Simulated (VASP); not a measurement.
A run of VASP 6.6.1 is set up as follows.

INCAR

```
SYSTEM = Bi2Te3
  PREC = Accurate
  ENCUT = 520
  EDIFF = 1E-7
  ISMEAR = 0
  SIGMA = 0.01
  LREAL = .FALSE.
  LASPH = .TRUE.
  NELM = 100
  ALGO = Normal
  ISIF = 2
  LWAVE = .FALSE.
  LCHARG = .FALSE.
  GGA = PE
  NBANDS = 32
```

KPOINTS

```
Automatic mesh
0
G
  6 6 6
  0 0 0
```

The input POSCAR:

```
Bi2Te3
1.0
    2.2075236021      1.2745142046     10.2329912600
   -2.2075236021      1.2745142046     10.2329912600
    0.0000000000     -2.5490284093     10.2329912600
Bi Te
2 3
Direct
    0.4000000000      0.4000000000      0.4000000000
    0.6000000000      0.6000000000      0.6000000000
    0.0000000000      0.0000000000      0.0000000000
    0.2095000000      0.2095000000      0.2095000000
    0.7905000000      0.7905000000      0.7905000000
```

Potentials or basis: VASP PAW PBE potentials, release 64 (Bi_d, Te).

The run is started by

```sh
$ cat potpaw_PBE.64/Bi_d/POTCAR potpaw_PBE.64/Te/POTCAR > POTCAR
$ mpirun -np 1 vasp_std > vasp.out
```

(1) Estimate the band gap on the k mesh.

(2) Predict the largest force.

(3) Estimate the pressure.

## Answers

(1) 0.29 eV.

(2) 0.146 eV/Å.

(3) 0.8 GPa.

Caveat: spin-orbit coupling is left out, which moves the levels of the heavy elements.

**Experimental background.**

From “Vacancy and Antisite-Induced Ferromagnetism in Liquid-Phase Exfoliated Bi2Te3”, 2024, arxiv:2412.10539, for a bulk crystal of Bi2Te3: band gap 0.17 eV.

Against the measured gap of Bi2Te3, 0.17 eV (quoted in “Vacancy and Antisite-Induced Ferromagnetism in Liquid-Phase Exfoliated Bi2Te3”, 2024, arxiv:2412.10539), the calculated 0.29 eV is off by +0.12 eV. Spin-orbit coupling on Bi, Te is left out. The value is that of PBE on a finite k mesh, which can miss the band edges, without temperature or zero-point motion.
